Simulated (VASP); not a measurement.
The system is AlN.

```xyz
4
Lattice="3.1120 0.0000 0.0000 -1.5560 2.6951 0.0000 0.0000 0.0000 4.9820" Properties=species:S:1:pos:R:3 pbc="T T T"
Al    0.0000    1.7967    0.0000
Al    1.5560    0.8984    2.4910
N     0.0000    1.7967    1.9031
N     1.5560    0.8984    4.3941
```

```yaml
Program: VASP 6.6.1
Task: relaxation of cell and atoms
Functional: LDA
Potentials_or_basis: VASP PAW LDA potentials, release 64 (Al, N)
Cutoff: 600 eV
k_mesh: 9 × 9 × 6
Occupations: gaussian, width 0.02 eV
Spin: no spin polarisation
```

At the start: pressure -4.2 GPa; volume 10.45 Å³/atom.

Q: How do energy, volume and symmetry change on relaxing?

A: Over 10 steps the energy falls by 2.7 meV/atom and the volume is 10.24 Å³/atom (-2.0 %); space group P6_3mc (No. 186, to 0.1 Å) before and after.

The path:
```
step  energy change (eV)  largest force (eV/Å)  pressure (GPa)  volume (Å³)
   1              0.0000                0.0136           -4.16        41.78
   2             -0.0008                0.0129            4.24        40.16
   3             -0.0110                0.0003           -0.03        40.95
   4             -0.0110                0.0001            0.06        40.93
   5             -0.0110                0.0051           -0.04        40.95
   6             -0.0110                0.0035           -0.01        40.95
   7             -0.0110                0.0033           -0.01        40.95
   8             -0.0110                0.0012           -0.01        40.95
   9             -0.0110                0.0029            0.01        40.94
  10             -0.0110                0.0009            0.01        40.94
```

Final structure:
```yaml
crystal:
  lattice:
    - [3.09124, 0.00000, 0.00000]
    - [-1.54562, 2.67709, 0.00000]
    - [0.00000, 0.00000, 4.94758]
  atoms:
    - { symbol: Al, position: [0.33333, 0.66667, 0.00001] }
    - { symbol: Al, position: [0.66667, 0.33333, 0.50001] }
    - { symbol: N, position: [0.33333, 0.66667, 0.38199] }
    - { symbol: N, position: [0.66667, 0.33333, 0.88199] }
```
